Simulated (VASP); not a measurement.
Crystal: NiO.

```
Ni O
1.0
    -2.09695   -4.19390   -2.09695
    -2.09695    0.00000   -2.09695
     2.09695    0.00000   -2.09695
Ni O
2 2
Cartesian
  0.0000 0.0000 0.0000
  0.0000 -2.0970 -2.0970
  0.0000 0.0000 -2.0970
  -2.0970 -2.0970 -2.0970
```

Base run:

* Program: VASP 6.6.1
* Functional: PBE
* Potentials or basis: VASP PAW PBE potentials, release 64 (Ni, O)
* Cutoff: 520 eV
* k mesh: 5 × 8 × 7
* Occupations: fermi-dirac, width 0.03 eV
* Spin: collinear spin
* Starting moments: [2.0, 0.0, 0.0, 0.0] μB
* Hubbard terms: Ni d U = 2.9 eV

Its results: band gap on the k mesh zero (filled and empty bands overlap); pressure 2.4 GPa; net moment 2.03 μB per cell.

Task: The run is repeated on the same cell with these changes: moments at the start from [2.0, 0.0, 0.0, 0.0] to [0.06, 0.06, 0.0, 0.0]. What comes out?

Result: Band gap on the k mesh zero (filled and empty bands overlap); pressure -8.4 GPa; net moment 0.00 μB per cell.

Caveats: the cell stands under tension (at least some runs).
